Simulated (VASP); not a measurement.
A run of VASP 6.6.1 is set up as follows.

File POSCAR:

```
AlN
1.0
    3.1065851996      0.0000000000      0.0000000000
   -1.5532925998      2.6903817019      0.0000000000
    0.0000000000      0.0000000000      4.9781423764
Al N
2 2
Direct
    0.3333333333      0.6666666667     -0.0008149209
    0.6666666667      0.3333333333      0.4991850791
    0.3333333333      0.6666666667      0.3808149209
    0.6666666667      0.3333333333      0.8808149209
```

File INCAR.step1:

```
SYSTEM = AlN
PREC = Accurate ; ENCUT = 660
ISMEAR = -1 ; SIGMA = 0.02
LREAL = .FALSE. ; LASPH = .TRUE.
NELM = 120 ; NBANDS = 16
GGA = PE ; ALGO = Normal
EDIFF = 1E-5 ; LWAVE = .TRUE.
LCHARG = .FALSE. ; GGA_COMPAT = .FALSE.
```

The input INCAR.step2:

```
SYSTEM = AlN
PREC = Accurate ; ENCUT = 660
EDIFF = 1E-6 ; ISMEAR = -1
SIGMA = 0.02 ; LREAL = .FALSE.
LASPH = .TRUE. ; NELM = 120
ALGO = Normal ; ISIF = 2
LWAVE = .FALSE. ; LCHARG = .FALSE.
METAGGA = R2SCAN ; LMIXTAU = .TRUE.
NBANDS = 16 ; ISTART = 1
GGA_COMPAT = .FALSE.
```

The input KPOINTS:

```
regular mesh
0
G
  12 12 6
  0 0 0
```

Potentials or basis: VASP PAW PBE potentials, release 64 (Al, N).

Run with:

```sh
$ cat potpaw_PBE.64/Al/POTCAR potpaw_PBE.64/N/POTCAR > POTCAR
$ cp INCAR.step1 INCAR
$ mpirun -np 1 vasp_std > vasp.out
$ cp INCAR.step2 INCAR
$ mpirun -np 1 vasp_std > vasp.out
```

Q: What does it give for the pressure?

A: -0.3 GPa.

Q: Estimate the band gap on the k mesh.

A: 4.92 eV, direct.

Forces in eV/Å, atoms in the order of the input:
```
Al   0.000  0.000  0.003
Al   0.000  0.000  0.003
N    0.000  0.000 -0.003
N    0.000  0.000 -0.003
```

Caveat: the PAW data sets were made with another functional, which shifts forces and pressure a little.

**The experiment to reproduce.**

From “Structural and optical properties of self-assembled AlN nanowires grown on SiO2/Si substrates by molecular beam epitaxy”, 2024, arxiv:2402.00216, for a bulk crystal of AlN at 0 K: band gap 6.0343 eV (an exciton energy, a little under the gap).

Measured gap of AlN: 6.0343 eV (an exciton energy, a little under the gap; 0 K; quoted in “Structural and optical properties of self-assembled AlN nanowires grown on SiO2/Si substrates by molecular beam epitaxy”, 2024, arxiv:2402.00216). This calculation gives 4.92 eV (-1.11 eV). 2 values of this kind are on record (6.034 to 6.0343 eV); this one was drawn at random. The value is that of r2SCAN on a finite k mesh, which can miss the band edges, without temperature or zero-point motion.
